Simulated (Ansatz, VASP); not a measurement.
CdO2: VASP beside Ansatz

```
Cd O
1.0
     3.52198    0.00000    0.00000
    -1.76099    3.05012    0.00000
     0.00000    0.00000    4.20266
Cd O
1 2
Cartesian
  0.0000 0.0000 0.0000
  1.7610 1.0167 3.1763
  0.0000 2.0334 1.0264
```

Alike in both runs: task single point; functional r2SCAN; k mesh 10 × 10 × 7; occupations gaussian, width 0.02 eV; no spin polarisation.

```csv
,VASP,Ansatz
version,VASP 6.6.1,Ansatz 0.2.0
potentials or method,"VASP PAW PBE potentials, release 64 (Cd, O), cutoff 520 eV","plane waves, PAW"
valence electrons in the cell,24,32
```

|  | VASP | Ansatz | Ansatz less VASP |
| --- | --- | --- | --- |
| pressure (GPa) | -11.0 | -12.2 | -1.14 |
| traceless stress, the component that is largest in VASP (GPa) | 0.81 | 1.40 | +0.583 |

VASP's potentials were made for PBE, not for r2SCAN. VASP's potentials hold 24 valence electrons a cell and Ansatz's 32, so a difference there can come from the potentials and not from the codes.
